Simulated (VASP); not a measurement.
Here is a VASP 6.6.1 calculation.

Contents of POSCAR:

```
Y
1.0
    3.6835152200      0.0000000000      0.0000000000
   -1.8417576100      3.1900177558      0.0000000000
    0.0000000000      0.0000000000      5.7873423041
Y
2
Direct
    0.6666666667      0.3333333333      0.7500000000
    0.3333333333      0.6666666667      0.2500000000
```

The input INCAR.step1:

```
GGA = PS ; ISMEAR = 1
SIGMA = 0.05 ; LWAVE = False
LCHARG = False ; NSW = 80
PREC = Accurate ; LASPH = True
LREAL = False ; ALGO = Normal
EDIFF = 1E-7 ; NELM = 120
GGA_COMPAT = False ; IBRION = 2
ISIF = 3 ; EDIFFG = -0.002
NELMIN = 4 ; ENCUT = 650
KPAR = 2 ; POTIM = 0.5
```

The input INCAR.step4:

```
GGA = PS ; ISMEAR = 1
SIGMA = 0.05 ; LWAVE = False
LCHARG = False ; PREC = Accurate
LASPH = True ; LREAL = False
ALGO = Normal ; EDIFF = 1E-7
NELM = 120 ; GGA_COMPAT = False
ISIF = 2 ; ENCUT = 650
KPAR = 2
```

The input KPOINTS:

```
Automatic mesh
0
Gamma
  11 11 7
  0 0 0
```

Potentials or basis: VASP PAW PBE potentials, release 64 (Y_sv).

Launch:

```console
$ cat potpaw_PBE.64/Y_sv/POTCAR > POTCAR
$ cp INCAR.step1 INCAR
$ cp POSCAR.step1 POSCAR
$ mpirun -np 2 vasp_std > vasp.out
$ cp CONTCAR POSCAR
$ mpirun -np 2 vasp_std > vasp.out
$ cp CONTCAR POSCAR
$ mpirun -np 2 vasp_std > vasp.out
$ cp CONTCAR POSCAR
$ cp INCAR.step4 INCAR
$ mpirun -np 2 vasp_std > vasp.out
```

Task: Estimate the relaxed volume.

Result: 31.27 Å³/atom.

Task: What does it give for the relaxed cell?

Result: a = 3.594 Å, b = 3.594 Å, c = 5.591 Å, α = 90.00°, β = 90.00°, γ = 120.00°.

Task: What does it give for the space group after relaxing (to 0.1 Å)?

Result: P6_3/mmc (No. 194).

Task: Estimate the band gap on the k mesh.

Result: Zero (bands 11 and 12 overlap by 1.60 eV).

Final structure:
```cif
data_structure
_symmetry_space_group_name_H-M 'P 1'
_symmetry_Int_Tables_number 1
_cell_length_a 3.5941
_cell_length_b 3.5941
_cell_length_c 5.5906
_cell_angle_alpha 90.000
_cell_angle_beta 90.000
_cell_angle_gamma 120.000
_cell_volume 62.54
loop_
_atom_site_label
_atom_site_type_symbol
_atom_site_fract_x
_atom_site_fract_y
_atom_site_fract_z
_atom_site_occupancy
Y1 Y 0.66667 0.33333 0.75000 1
Y2 Y 0.33333 0.66667 0.25000 1
```

Caveat: the PAW data sets were made with another functional, which shifts forces and pressure a little.
